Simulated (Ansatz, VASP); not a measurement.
# One calculation of Na3S2, two programs

```
Na S
1.0
     4.22913    0.00000    0.00000
    -2.11456    3.66253    0.00000
     0.00000    0.00000    6.57983
Na S
3 2
Direct
  0.00000 0.00000 0.00000
  0.33333 0.66667 0.64500
  0.66667 0.33333 0.35500
  0.33333 0.66667 0.24500
  0.66667 0.33333 0.75500
```

Alike in both runs: task relaxation of cell and atoms; functional PBE; k mesh 6 × 6 × 4; occupations gaussian, width 0.1 eV; no spin polarisation.

|  | VASP | Ansatz |
| --- | --- | --- |
| version | VASP 6.6.1 | Ansatz 0.2.0 |
| potentials or method | VASP PAW PBE potentials, release 64 (Na_pv, S), cutoff 600 eV | scalar-relativistic, plane waves, PAW |
| valence electrons in the cell | 33 | 39 |

VASP gave:

* gap on the k mesh at the Fermi level, each at its own relaxed structure (eV): none
* relaxed volume (Å³/atom): 23.21
* relaxed cell length with the largest relative difference (Å): 5.983

Task: What did Ansatz give for the same quantities?

Result: gap on the k mesh at the Fermi level, each at its own relaxed structure (eV): none; relaxed volume (Å³/atom): 23.20; relaxed cell length with the largest relative difference (Å): 6.067.

A gap of «none» marks a metal or a gap that the smearing closes. VASP's potentials hold 33 valence electrons a cell and Ansatz's 39, so a difference there can come from the potentials and not from the codes.
